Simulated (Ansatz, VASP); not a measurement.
Two plane-wave programs on BN

```xyz
2
Lattice="0.0000 1.7899 1.7899 1.7899 0.0000 1.7899 1.7899 1.7899 0.0000" Properties=species:S:1:pos:R:3 pbc="T T T"
B     0.0000    0.0000    0.0000
N     0.8950    0.8950    0.8950
```

Alike in both runs: functional LDA; k mesh 10 × 10 × 10; occupations gaussian, width 0.1 eV; no spin polarisation.

Ansatz relaxed the structure, and its values are those at the end. VASP's run is a single point on that final structure, the one shown.

|  | VASP | Ansatz |
| --- | --- | --- |
| version | VASP 6.6.1 | Ansatz 0.2.0 |
| potentials or method | VASP PAW LDA potentials, release 64 (B_h, N_h), cutoff 1330 eV | scalar-relativistic, plane waves, PAW |
| valence electrons in the cell | 8 | 8 |

```csv
,VASP,Ansatz,Ansatz less VASP
gap on the k mesh at the Fermi level (eV),4.38,4.39,+0.007
least direct gap on the mesh (eV),8.83,8.83,+0.002
pressure (GPa),0.9,0.0,-0.95
```

Ansatz warns that its potentials were made for another functional, while VASP's fit it. LDA's correlation is that of Perdew and Zunger in VASP and of Perdew and Wang (1992) in Ansatz.
